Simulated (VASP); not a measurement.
Set up this calculation in VASP 6.6.1, as the native input.

```
Task                   : relaxation of cell and atoms
Functional             : PBE
Potentials or basis    : VASP PAW PBE potentials, release 64 (Sb, Se, Br)
Cutoff                 : 600 eV
k mesh                 : 4 × 4 × 4
Occupations            : gaussian, width 0.1 eV
Spin                   : no spin polarisation
Dipole correction      : no
Further INCAR settings : ALGO = Normal; EDIFF = 1e-06; IBRION = 2; EDIFFG = -0.04; NSW = 90; ISIF = 3
```

The structure of SbSeBr3 lies in POSCAR:

```
SbSeBr3
1.0
    3.2562200100     -4.6013236400      0.0000000000
    3.2562200100      4.6013236400      0.0000000000
    0.0000000000      0.0000000000      5.1461561000
Sb Se Br
1 1 3
Direct
    0.0000000000      0.0000000000      0.0000000000
    0.5000000000      0.5000000000      0.0000000000
    0.0000000000      0.5000000000      0.5000000000
    0.5000000000      0.0000000000      0.5000000000
    0.5000000000      0.5000000000      0.5000000000
```

The cell was built from a structure type or drawn by symmetry, and may not be a known phase.

These files were run (other wordings do the same):

INCAR

```
SYSTEM = SbSeBr3
PREC = Accurate ; ENCUT = 600
EDIFF = 1E-6 ; ISMEAR = 0
SIGMA = 0.1 ; LREAL = .FALSE.
LASPH = .TRUE. ; NELM = 80
ALGO = Normal ; ISIF = 3
LWAVE = .FALSE. ; LCHARG = .FALSE.
GGA = PE ; IBRION = 2
NSW = 90 ; EDIFFG = -0.04
```

KPOINTS

```
Automatic mesh
0
G
  4 4 4
  0 0 0
```

Potentials or basis: VASP PAW PBE potentials, release 64 (Sb, Se, Br).

Launch:

```bash
$ cat potpaw_PBE.64/Sb/POTCAR potpaw_PBE.64/Se/POTCAR potpaw_PBE.64/Br/POTCAR > POTCAR
$ mpirun -np 1 vasp_std > vasp.out
```

It gave:

```json
{"Relaxed volume": "41.58 Å³/atom", "Relaxed cell": "a = 7.775 Å, b = 7.775 Å, c = 5.341 Å, α = 90.00°, β = 90.00°, γ = 139.92°", "Space group after relaxing (to 0.1 Å)": "Cmmm (No. 65)", "Energy gained by relaxing": "365.9 meV/atom", "Ionic steps": "17", "Pressure after relaxing": "0.0 GPa", "Band gap on the k mesh": "zero (bands 16 and 17 overlap by 0.67 eV)"}
```

Caveat: the volume moved by over 15 % at a fixed basis, so the end points are rough; spin-orbit coupling is left out, which moves the levels of the heavy elements.

Wall time 22 min on 1 thread of Intel Xeon 8259CL, with other jobs on the host, peak memory 0.37 GiB.
